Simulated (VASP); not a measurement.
A run of VASP 6.6.1:

File POSCAR:

```
AlN
1.0
    0.0000000000      2.1839935596      2.1839935596
    2.1839935596      0.0000000000      2.1839935596
    2.1839935596      2.1839935596      0.0000000000
Al N
1 1
Direct
    0.0000000000      0.0000000000      0.0000000000
    0.2500000000      0.2500000000      0.2500000000
```

The input INCAR.step1:

```
SYSTEM = AlN
PREC = Accurate
ENCUT = 600
EDIFF = 1E-5
ISMEAR = -1
SIGMA = 0.05
LREAL = .False.
LASPH = .True.
NELM = 60
ALGO = Normal
LWAVE = .True.
LCHARG = .False.
GGA = PE
NBANDS = 11
```

File INCAR.step2:

```
SYSTEM = AlN
PREC = Accurate
ENCUT = 600
EDIFF = 1E-6
ISMEAR = -1
SIGMA = 0.05
LREAL = .False.
LASPH = .True.
NELM = 60
ALGO = Normal
ISIF = 3
LWAVE = .False.
LCHARG = .False.
GGA = PE
LHFCALC = .True.
HFSCREEN = 0.2079
PRECFOCK = Normal
IBRION = 2
NSW = 60
EDIFFG = -0.01
ISTART = 1
```

File KPOINTS:

```
Automatic mesh
0
Gamma
  5 5 5
  0 0 0
```

Potentials or basis: VASP PAW PBE potentials, release 64 (Al, N).

Command:

```sh
$ cat potpaw_PBE.64/Al/POTCAR potpaw_PBE.64/N/POTCAR > POTCAR
$ cp INCAR.step1 INCAR
$ mpirun -np 1 vasp_std > vasp.out
$ cp INCAR.step2 INCAR
$ mpirun -np 1 vasp_std > vasp.out
```

Hardware: 1 thread of Intel(R) Xeon(R) Platinum 8488C (Sapphire Rapids), with other jobs on the host.

How long does it take, and how much memory?

Run time: 2.8 min on 1 thread of Intel(R) Xeon(R) Platinum 8488C (Sapphire Rapids), with other jobs on the host, peak memory 0.25 GiB. Counts: k points 10, ion steps 3.
